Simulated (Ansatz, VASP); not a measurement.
# NbP: VASP beside Ansatz

File INCAR:

```
PREC = Accurate
ENCUT = 600
EDIFF = 1E-6
ISMEAR = -1
SIGMA = 0.1
LREAL = False
LASPH = True
NELM = 60
ALGO = Normal
ISIF = 3
LWAVE = False
LCHARG = False
GGA = PE
IBRION = 2
NSW = 60
EDIFFG = -0.005
```

Contents of KPOINTS:

```
regular mesh
0
Gamma
  13 13 13
```

The input POSCAR:

```
NbP
1.0
    2.8219220654      0.0000000000      0.0000000000
    0.0000000000      2.8219220654      0.0000000000
    0.0000000000      0.0000000000      2.8219220654
Nb P
1 1
Direct
    0.0000000000      0.0000000000      0.0000000000
    0.5000000000      0.5000000000      0.5000000000
```

Input for Ansatz:

```yaml
crystal:
  lattice:
    - [2.8219220654, 0.0, 0.0]
    - [0.0, 2.8219220654, 0.0]
    - [0.0, 0.0, 2.8219220654]
  atoms:
    - { symbol: Nb, position: [0.0, 0.0, 0.0] }
    - { symbol: P, position: [0.5, 0.5, 0.5] }
kpoints:
  mp_grid: { grid: [13, 13, 13] }
scf:
  occupations: { method: fermi_dirac, width: 0.1 }
hamiltonian:
  xc: pbe
  pseudopotentials: { kind: paw }
output:
  forces: true
  stress: true
relax:
  f_tol: 0.005
  max_steps: 40
  cell: {}
```

Alike in both runs: task relaxation of cell and atoms; functional PBE; k mesh 13 × 13 × 13; occupations fermi-dirac, width 0.1 eV; no spin polarisation.

|  | VASP | Ansatz |
| --- | --- | --- |
| version | VASP 6.6.1 | Ansatz 0.2.0 |
| potentials or method | VASP PAW PBE potentials, release 64 (Nb_sv, P) | PAW with Ansatz's default frozen-core files, scalar-relativistic |
| plane-wave cutoff (eV) | 600 | 420 |
| valence electrons in the cell | 18 | 18 |

```tsv
	VASP	Ansatz	Ansatz less VASP
relaxed volume (Å³/atom)	15.01	15.04	+0.028
relaxed cell length with the largest relative difference (Å)	3.108	3.110	+0.0019
```

Noted on VASP's run: the volume moved by over 15 % at a fixed basis, so the end points are rough.
